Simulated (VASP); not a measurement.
# P in VASP: a series of runs

The runs below take P through single point, with PBEsol.

Everything below comes from runs of VASP 6.6.1. Logs are shortened: lines on timing, memory, paths and dates and some standing lists are left out, and cuts for length are marked.

## Step 1: The cell of the first run

The cell holds a slab with vacuum, 4 atoms: a = 3.152 Å, b = 33.463 Å, c = 4.632 Å, α = 90.00°, β = 90.00°, γ = 90.00°.

## Step 2: Single point, PBEsol

File INCAR:

```
SYSTEM = P
PREC = Accurate
ENCUT = 520
EDIFF = 1E-6
ISMEAR = -1
SIGMA = 0.05
LREAL = .False.
LASPH = .True.
NELM = 100
ALGO = Normal
ISIF = 2
LWAVE = .False.
LCHARG = .True.
GGA = PS
LELF = .True.
LVHAR = .True.
NBANDS = 18
```

File KPOINTS:

```
regular mesh
0
Gamma
  7 1 5
  0 0 0
```

File POSCAR:

```
P
1.0
    3.1523786112      0.0000000000      0.0000000000
    0.0000000000     33.4627497504      0.0000000000
    0.0000000000      0.0000000000      4.6320847100
P
4
Direct
    0.5000000000      0.9686833928      0.9130348589
    0.5000000000      0.0313166072      0.0869651411
    0.0000000000      0.0313166072      0.4130348589
    0.0000000000      0.9686833928      0.5869651411
```

Potentials or basis: VASP PAW PBE potentials, release 64 (P).

Launch:

```sh
> cat potpaw_PBE.64/P/POTCAR > POTCAR
> mpirun -np 1 vasp_std > vasp.out
```

OUTCAR:

```text
SYSTEM = P
   PREC = Accurate
   ENCUT = 520
   EDIFF = 1E-6
   ISMEAR = -1
   LREAL = .False.
   LASPH = .True.
   NELM = 100
   ISIF = 2
   GGA = PS

 ion  position               nearest neighbor table
   1  0.500  0.969  0.913-   4 2.18   4 2.18   2 2.25
   2  0.500  0.031  0.087-   3 2.18   3 2.18   1 2.25
   3  0.000  0.031  0.413-   2 2.18   2 2.18   4 2.25
   4  0.000  0.969  0.587-   1 2.18   1 2.18   3 2.25

  LATTYP: Found a simple orthorhombic cell.
 ALAT       =     3.1523786112
 B/A-ratio  =     1.4693935219
 C/A-ratio  =    10.6150795566

  Lattice vectors:

 A1 = (  -3.1523786112,   0.0000000000,   0.0000000000)
 A2 = (   0.0000000000,   0.0000000000,   4.6320847100)
 A3 = (   0.0000000000,  33.4627497504,   0.0000000000)

Analysis of symmetry for initial positions (statically):
=====================================================================
 Subroutine PRICEL returns:
 Original cell was already a primitive cell.

 Routine SETGRP: Setting up the symmetry group for a
 simple orthorhombic supercell.

 Subroutine GETGRP returns: Found  8 space group operations
 (whereof  4 operations were pure point group operations)
 out of a pool of  8 trial point group operations.

The static configuration has the point symmetry C_2h.
 The point group associated with its full space group is D_2h.

Analysis of symmetry for dynamics (positions and initial velocities):
=====================================================================
 Subroutine PRICEL returns:
 Original cell was already a primitive cell.

 Routine SETGRP: Setting up the symmetry group for a
 simple orthorhombic supercell.

 Subroutine GETGRP returns: Found  8 space group operations
 (whereof  4 operations were pure point group operations)
 out of a pool of  8 trial point group operations.

The dynamic configuration has the point symmetry C_2h.
 The point group associated with its full space group is D_2h.

 Subroutine INISYM returns: Found  8 space group operations
 (whereof  4 operations are pure point group operations),
 and found     1 'primitive' translations

----------------------------------------------------------------------------------------

                                     Primitive cell

  volume of cell :     488.6259

  direct lattice vectors                    reciprocal lattice vectors
     3.152378611  0.000000000  0.000000000     0.317220779  0.000000000  0.000000000
     0.000000000 33.462749750  0.000000000     0.000000000  0.029883976  0.000000000
     0.000000000  0.000000000  4.632084710     0.000000000  0.000000000  0.215885516

  length of vectors
     3.152378611 33.462749750  4.632084710     0.317220779  0.029883976  0.215885516

  position of ions in fractional coordinates (direct lattice)
     0.500000000  0.968683393  0.913034859
     0.500000000  0.031316607  0.086965141
     0.000000000  0.031316607  0.413034859
     0.000000000  0.968683393  0.586965141

  ion indices of the primitive-cell ions
   primitive index   ion index
                 1           1
                 2           2
                 3           3
                 4           4

----------------------------------------------------------------------------------------

 KPOINTS: regular mesh

Automatic generation of k-mesh.
 Grid dimensions read from file:
 generate k-points for:    7    1    5

 Generating k-lattice:

  Cartesian coordinates                     Fractional coordinates (reciprocal lattice)
     0.045317254  0.000000000  0.000000000     0.142857143  0.000000000  0.000000000
     0.000000000  0.029883976  0.000000000     0.000000000  1.000000000  0.000000000
     0.000000000  0.000000000  0.043177103     0.000000000  0.000000000  0.200000000

  Length of vectors
     0.045317254  0.029883976  0.043177103

  Shift w.r.t. Gamma in fractional coordinates (k-lattice)
     0.000000000  0.000000000  0.000000000

 Subroutine IBZKPT returns following result:
 ===========================================

 Found     12 irreducible k-points:

 Following reciprocal coordinates:
            Coordinates               Weight
  0.000000  0.000000  0.000000      1.000000
  0.142857  0.000000  0.000000      2.000000
  0.285714  0.000000  0.000000      2.000000
  0.428571  0.000000  0.000000      2.000000
  0.000000  0.000000  0.200000      2.000000
  0.142857  0.000000  0.200000      4.000000
  0.285714  0.000000  0.200000      4.000000
  0.428571  0.000000  0.200000      4.000000
  0.000000  0.000000  0.400000      2.000000
  0.142857  0.000000  0.400000      4.000000
  0.285714  0.000000  0.400000      4.000000
  0.428571  0.000000  0.400000      4.000000
   k-points           NKPTS =     12   k-points in BZ     NKDIM =     12   number of bands    NBANDS=     18
   number of dos      NEDOS =    301   number of ions     NIONS =      4
   total plane-waves  NPLWV = 216000
   dimension x,y,z NGX =    24 NGY =  250 NGZ =   36
   dimension x,y,z NGXF=    48 NGYF=  500 NGZF=   72
   ions per type =               4
   NGX,Y,Z   is equivalent  to a cutoff of  12.66, 12.42, 12.92 a.u.
   NGXF,Y,Z  is equivalent  to a cutoff of  25.31, 24.84, 25.84 a.u.
 SYSTEM =  P
   PREC   = accura    normal or accurate (medium, high low for compatibility)
   ISTART =      0    job   : 0-new  1-cont  2-samecut
   ICHARG =      2    charge: 1-file 2-atom 10-const
   ISPIN  =      1    spin polarized calculation?
   LNONCOLLINEAR =      F non collinear calculations
   LSORBIT =      F    spin-orbit coupling
   LASPH  =      T    aspherical Exc in radial PAW
   ENCUT  =  520.0 eV  38.22 Ry    6.18 a.u.   5.86 62.22  8.61*2*pi/ulx,y,z
   NELM   =    100;   NELMIN=  2; NELMDL= -5     # of ELM steps
   EDIFF  = 0.1E-05   stopping-criterion for ELM
   LREAL  =      F    real-space projection
[... 7 lines left out ...]
   TEBEG  =    0.0;   TEEND  =   0.0 temperature during run
   PSTRESS=    0.0 pullay stress
   NELECT =      20.0000    total number of electrons
   NUPDOWN=      -1.0000    fix difference up-down
   EMIN   =  10.00;   EMAX   =-10.00  energy-range for DOS
   EFERMI =   0.00;   METHOD = LEGACY
   ISMEAR =    -1;   SIGMA  =   0.05  broadening in eV -4-tet -1-fermi 0-gaus
   EFERMI_NEDOS =   21; number of points for ismear=-14 and -15
   IALGO  =     38    algorithm
   IMIX   =      4    mixing-type and parameters
     AMIX     =   0.40;   BMIX     =  1.00
     AMIX_MAG =   1.60;   BMIX_MAG =  1.00
  volume/ion in A,a.u.               =     122.16       824.35
  Fermi-wavevector in a.u.,A,eV,Ry     =   0.564191  1.066166  4.330888  0.318311
  Thomas-Fermi vector in A             =   1.601647
   LORBIT       =      0    0 simple, 1 ext, 2 COOP (PROOUT), +10 PAW based schemes
   GGA     = PS    functional components
   LHFCALC =     F    Hartree Fock is set to
   AEXX    =    0.0000 exact exchange contribution
   IVDW    =     0    specifies the selected vdW correction
   LEPSILON=     F    determine dielectric tensor
   LRPA    =     F    only Hartree local field effects (RPA)
 non-spin polarized calculation
  energy-cutoff  :      520.00
  volume of cell :      488.63
 maximum number of plane-waves:     13195
 NGX is ok and might be reduce to    24
   NGX = 11   NGY =125   NGZ = 17

 number of electron      20.0000003 magnetization

 Free energy of the ion-electron system (eV)
  ---------------------------------------------------
  ext. energy  EPLUGINS =         0.00000000
  ---------------------------------------------------
  free energy    TOTEN  =       -22.75611347 eV

  energy without entropy =      -22.75606201  energy(sigma->0) =      -22.75608774

 E-fermi :  -2.9895     XC(G=0):  -1.8820

 val. band max:       -3.3858686489   @ k =   0.1429   0.0000   0.0000
 cond. band min:      -2.6461420820   @ k =   0.0000   0.0000   0.0000
 fundamental gap:      0.7397265668
 Fermi energy:        -2.9895149487

 k-point     1 :       0.0000    0.0000    0.0000
  band No.  band energies     occupation
      1     -18.6165      2.00000
      2     -16.1410      2.00000
      3     -12.6183      2.00000
      4      -9.2761      2.00000
      5      -8.1999      2.00000
      6      -8.1234      2.00000
[... 10 lines left out ...]
     17       1.7255      0.00000
     18       1.8720      0.00000

 k-point     2 :       0.1429    0.0000    0.0000
  band No.  band energies     occupation
      1     -18.3463      2.00000
      2     -15.8615      2.00000
      3     -12.6313      2.00000
      4      -9.0671      2.00000
      5      -8.1803      2.00000
      6      -7.9564      2.00000
[... 10 lines left out ...]
     17       1.9224      0.00000
     18       2.0339      0.00000

 k-point     3 :       0.2857    0.0000    0.0000
  band No.  band energies     occupation
      1     -17.5467      2.00000
      2     -15.0279      2.00000
      3     -13.1435      2.00000
      4      -9.5991      2.00000
      5      -8.9794      2.00000
      6      -8.5288      2.00000
[... 10 lines left out ...]
     17       2.4849      0.00000
     18       2.6195      0.00000

 k-point     4 :       0.4286    0.0000    0.0000
  band No.  band energies     occupation
      1     -16.2615      2.00000
      2     -14.6283      2.00000
      3     -13.6576      2.00000
      4     -11.7942      2.00000
      5      -8.8010      2.00000
      6      -8.2085      2.00000
[... 10 lines left out ...]
     17       3.0766      0.00000
     18       3.5356      0.00000

 k-point     5 :       0.0000    0.0000    0.2000
  band No.  band energies     occupation
      1     -18.4230      2.00000
      2     -16.4054      2.00000
      3     -12.6829      2.00000
      4     -10.1749      2.00000
      5      -7.7017      2.00000
      6      -7.3461      2.00000
[... 10 lines left out ...]
     17       1.7105      0.00000
     18       2.0072      0.00000

 k-point     6 :       0.1429    0.0000    0.2000
  band No.  band energies     occupation
      1     -18.1543      2.00000
      2     -16.1351      2.00000
      3     -12.6208      2.00000
      4     -10.0156      2.00000
      5      -7.8779      2.00000
      6      -7.6140      2.00000
[... 10 lines left out ...]
     17       1.8617      0.00000
     18       2.0365      0.00000

 k-point     7 :       0.2857    0.0000    0.2000
  band No.  band energies     occupation
      1     -17.3609      2.00000
      2     -15.3525      2.00000
      3     -12.8825      2.00000
      4     -10.1759      2.00000
      5      -9.2862      2.00000
      6      -8.4180      2.00000
[... 10 lines left out ...]
     17       2.7982      0.00000
     18       2.9655      0.00000

 k-point     8 :       0.4286    0.0000    0.2000
  band No.  band energies     occupation
      1     -16.1006      2.00000
      2     -14.7268      2.00000
      3     -13.5508      2.00000
      4     -11.9902      2.00000
      5      -9.0615      2.00000
      6      -8.2684      2.00000
[... 10 lines left out ...]
     17       2.6115      0.00000
     18       3.5557      0.00000

 k-point     9 :       0.0000    0.0000    0.4000
  band No.  band energies     occupation
      1     -17.8756      2.00000
      2     -17.1027      2.00000
      3     -12.3668      2.00000
      4     -11.4542      2.00000
      5      -6.9514      2.00000
      6      -5.8749      2.00000
[... 10 lines left out ...]
     17       2.2105      0.00000
     18       2.6451      0.00000

 k-point    10 :       0.1429    0.0000    0.4000
  band No.  band energies     occupation
      1     -17.6105      2.00000
      2     -16.8401      2.00000
      3     -12.2254      2.00000
      4     -11.2899      2.00000
      5      -7.4358      2.00000
      6      -6.8755      2.00000
[... 10 lines left out ...]
     17       2.5913      0.00000
     18       2.7375      0.00000

 k-point    11 :       0.2857    0.0000    0.4000
  band No.  band energies     occupation
      1     -16.8347      2.00000
      2     -16.0824      2.00000
      3     -12.1998      2.00000
      4     -11.2248      2.00000
      5      -9.2688      2.00000
      6      -8.7854      2.00000
[... 10 lines left out ...]
     17       3.1946      0.00000
     18       3.7035      0.00000

 k-point    12 :       0.4286    0.0000    0.4000
  band No.  band energies     occupation
      1     -15.6641      2.00000
      2     -15.1139      2.00000
      3     -13.1491      2.00000
      4     -12.5291      2.00000
      5      -9.0854      2.00000
      6      -8.5579      2.00000
[... 10 lines left out ...]
     17       2.5952      0.00000
     18       3.3704      0.00000

------------------------ aborting loop because EDIFF is reached ----------------------------------------

  FORCE on cell =-STRESS in cart. coord.  units (eV):
  Direction    XX          YY          ZZ          XY          YZ          ZX
  --------------------------------------------------------------------------------------
  -------------------------------------------------------------------------------------
  Total        3.6655244     -0.0816936     -0.3313512      0.0000000     -0.0000000      0.0000000
  in kB       12.0190517     -0.2678687     -1.0864822      0.0000000     -0.0000000      0.0000000
  external PRESSURE =       3.5549003 kB  Pullay stress =       0.0000000 kB

 VOLUME and BASIS-vectors are now :
 -----------------------------------------------------------------------------
  energy-cutoff  :      520.00
  volume of cell :      488.63
      direct lattice vectors                 reciprocal lattice vectors
     3.152378611  0.000000000  0.000000000     0.317220779  0.000000000  0.000000000
     0.000000000 33.462749750  0.000000000     0.000000000  0.029883976  0.000000000
     0.000000000  0.000000000  4.632084710     0.000000000  0.000000000  0.215885516

 POSITION                                       TOTAL-FORCE (eV/Angst)
 -----------------------------------------------------------------------------------
      1.57619     32.41481      4.22925         0.000000      0.016251     -0.017817
      1.57619      1.04794      0.40283         0.000000     -0.016251      0.017817
      0.00000      1.04794      1.91321         0.000000     -0.016251     -0.017817
      0.00000     32.41481      2.71887         0.000000      0.016251      0.017817
 -----------------------------------------------------------------------------------
    total drift:                               -0.000000      0.000000      0.000000

  FREE ENERGIE OF THE ION-ELECTRON SYSTEM (eV)
  ---------------------------------------------------
  free  energy   TOTEN  =       -22.7561134652 eV

  energy  without entropy=      -22.7560620070  energy(sigma->0) =      -22.75608774
```

It took 82 s on 1 thread of Intel Xeon 6975P-C (Granite Rapids), shared host; peak memory 0.5 GiB.

What came out:

```yaml
Free_energy: -22.7561 eV
Largest_force: 0.024 eV/Å
Band_gap_on_the_k_mesh: 0.74 eV, indirect (the least direct gap lies 2.6 meV higher)
```

Forces on the atoms (eV/Å):
```
P    0.000  0.016 -0.018
P    0.000 -0.016  0.018
P    0.000 -0.016 -0.018
P    0.000  0.016  0.018
```

Levels at points of the mesh, in eV from the valence-band top:
```csv
k point,band 6,band 7,band 8,band 9,band 10,band 11,band 12,band 13,band 14,band 15
"(0.00, 0.00, 0.00)",-4.74,-2.69,-1.89,-1.10,0.00,0.74,2.27,3.51,3.86,4.41
```

Caveat: the PAW data sets were made with another functional, which shifts forces and pressure a little.

## Step 3: Single point, PBEsol

This run uses another cell than the first one, of 127.30 Å³/atom, 1.042 times its volume.

File INCAR:

```
SYSTEM = P
PREC = Accurate ; ENCUT = 520
EDIFF = 1E-6 ; ISMEAR = -1
SIGMA = 0.05 ; LREAL = .False.
LASPH = .True. ; NELM = 80
ALGO = Normal ; ISIF = 2
LWAVE = .False. ; LCHARG = .True.
GGA = PS ; LELF = .True.
LVHAR = .True. ; NBANDS = 18
```

File KPOINTS:

```
Automatic mesh
0
Gamma
  7 1 5
  0 0 0
```

File POSCAR:

```
P
1.0
    3.2180531656      0.0000000000      0.0000000000
    0.0000000000     34.1598903702      0.0000000000
    0.0000000000      0.0000000000      4.6320847100
P
4
Direct
    0.5000000000      0.9694059487      0.9117905079
    0.5000000000      0.0305940513      0.0882094921
    0.0000000000      0.0305940513      0.4117905079
    0.0000000000      0.9694059487      0.5882094921
```

Potentials or basis: VASP PAW PBE potentials, release 64 (P).

Launch:

```sh
> cat potpaw_PBE.64/P/POTCAR > POTCAR
> mpirun -np 1 vasp_std > vasp.out
```

OUTCAR:

```text
SYSTEM = P
   PREC = Accurate
   ENCUT = 520
   EDIFF = 1E-6
   ISMEAR = -1
   LREAL = .False.
   LASPH = .True.
   NELM = 80
   ISIF = 2
   GGA = PS

 ion  position               nearest neighbor table
   1  0.500  0.969  0.912-   4 2.20   4 2.20   2 2.24
   2  0.500  0.031  0.088-   3 2.20   3 2.20   1 2.24
   3  0.000  0.031  0.412-   2 2.20   2 2.20   4 2.24
   4  0.000  0.969  0.588-   1 2.20   1 2.20   3 2.24

  LATTYP: Found a simple orthorhombic cell.
 ALAT       =     3.2180531656
[... 437 lines left out ...]
  FORCE on cell =-STRESS in cart. coord.  units (eV):
  Direction    XX          YY          ZZ          XY          YZ          ZX
  --------------------------------------------------------------------------------------
  -------------------------------------------------------------------------------------
  Total        1.3796096     -0.0578500     -0.6496851      0.0000000     -0.0000000      0.0000000
  in kB        4.3409085     -0.1820236     -2.0442183      0.0000000     -0.0000000      0.0000000
  external PRESSURE =       0.7048888 kB  Pullay stress =       0.0000000 kB

 VOLUME and BASIS-vectors are now :
 -----------------------------------------------------------------------------
  energy-cutoff  :      520.00
  volume of cell :      509.20
      direct lattice vectors                 reciprocal lattice vectors
     3.218053166  0.000000000  0.000000000     0.310746886  0.000000000  0.000000000
     0.000000000 34.159890370  0.000000000     0.000000000  0.029274099  0.000000000
     0.000000000  0.000000000  4.632084710     0.000000000  0.000000000  0.215885516

 POSITION                                       TOTAL-FORCE (eV/Angst)
 -----------------------------------------------------------------------------------
      1.60903     33.11480      4.22349         0.000000      0.010672     -0.016707
      1.60903      1.04509      0.40859        -0.000000     -0.010672      0.016707
      0.00000      1.04509      1.90745         0.000000     -0.010672     -0.016707
      0.00000     33.11480      2.72464        -0.000000      0.010672      0.016707
 -----------------------------------------------------------------------------------
    total drift:                               -0.000000      0.000000     -0.000000

  FREE ENERGIE OF THE ION-ELECTRON SYSTEM (eV)
  ---------------------------------------------------
  free  energy   TOTEN  =       -22.8087427711 eV

  energy  without entropy=      -22.8087237710  energy(sigma->0) =      -22.80873327
```

Run time: 76 s. Hardware: 1 thread of Intel Xeon 6975P-C (Granite Rapids), shared host; peak memory 0.5 GiB.

Results:

* Free energy: -22.8087 eV
* Largest force: 0.020 eV/Å
* Band gap on the k mesh: 0.84 eV, direct

Forces on the atoms (eV/Å):
```
P    0.000  0.011 -0.017
P    0.000 -0.011  0.017
P    0.000 -0.011 -0.017
P    0.000  0.011  0.017
```

Caveat: the PAW data sets were made with another functional, which shifts forces and pressure a little.

[end of part 1 of 2]
